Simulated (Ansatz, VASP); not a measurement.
# Two plane-wave programs on Pb

POSCAR

```
Pb
1.0
   -2.0184862782      2.0184862782      2.0184862782
    2.0184862782     -2.0184862782      2.0184862782
    2.0184862782      2.0184862782     -2.0184862782
Pb
1
Direct
    0.0000000000      0.0000000000      0.0000000000
```

Contents of INCAR.step1:

```
SYSTEM = Pb
PREC = Accurate ; ENCUT = 520
ISMEAR = -1 ; SIGMA = 0.05
LREAL = .FALSE. ; LASPH = .TRUE.
NELM = 80 ; NBANDS = 13
GGA = PE ; ALGO = Normal
EDIFF = 1E-4 ; LWAVE = .TRUE.
LCHARG = .FALSE.
```

INCAR.step2

```
SYSTEM = Pb
PREC = Accurate ; ENCUT = 520
EDIFF = 1E-6 ; ISMEAR = -1
SIGMA = 0.05 ; LREAL = .FALSE.
LASPH = .TRUE. ; NELM = 80
ALGO = Normal ; ISIF = 2
LWAVE = .FALSE. ; LCHARG = .FALSE.
METAGGA = R2SCAN ; LMIXTAU = .TRUE.
NBANDS = 13 ; ISTART = 1
```

The input KPOINTS:

```
Automatic mesh
0
G
  9 9 9
  0 0 0
```

The input input.yaml:

```yaml
crystal:
  lattice:
    - [-2.0184862782, 2.0184862782, 2.0184862782]
    - [2.0184862782, -2.0184862782, 2.0184862782]
    - [2.0184862782, 2.0184862782, -2.0184862782]
  atoms:
    - { symbol: Pb, position: [0.0, 0.0, 0.0] }
hamiltonian:
  xc: r2scan
  pseudopotentials: { kind: paw }
kpoints:
  mp_grid: { grid: [9, 9, 9] }
scf:
  occupations: { method: fermi_dirac, width: 0.05 }
output:
  forces: true
  stress: true
  eigenvalues: true
  write_density: true
  write_potential: true
  elf: true
  volumetric_format: npy
```

Alike in both runs: task single point; functional r2SCAN; k mesh 9 × 9 × 9; occupations fermi-dirac, width 0.05 eV; no spin polarisation.

|  | VASP | Ansatz |
| --- | --- | --- |
| version | VASP 6.6.1 | Ansatz 0.2.0 |
| potentials or method | VASP PAW PBE potentials, release 64 (Pb_d) | Ansatz PAW |
| plane-wave cutoff (eV) | 520 | 500 |
| valence electrons in the cell | 14 | 14 |

|  | VASP | Ansatz | Ansatz less VASP |
| --- | --- | --- | --- |
| gap on the k mesh at the Fermi level (eV) | none | none | - |
| pressure (GPa) | -2.5 | -2.5 | +0.01 |

VASP's potentials were made for PBE, not for r2SCAN. A gap of «none» marks a metal or a gap that the smearing closes.

Spin-orbit coupling is off throughout.
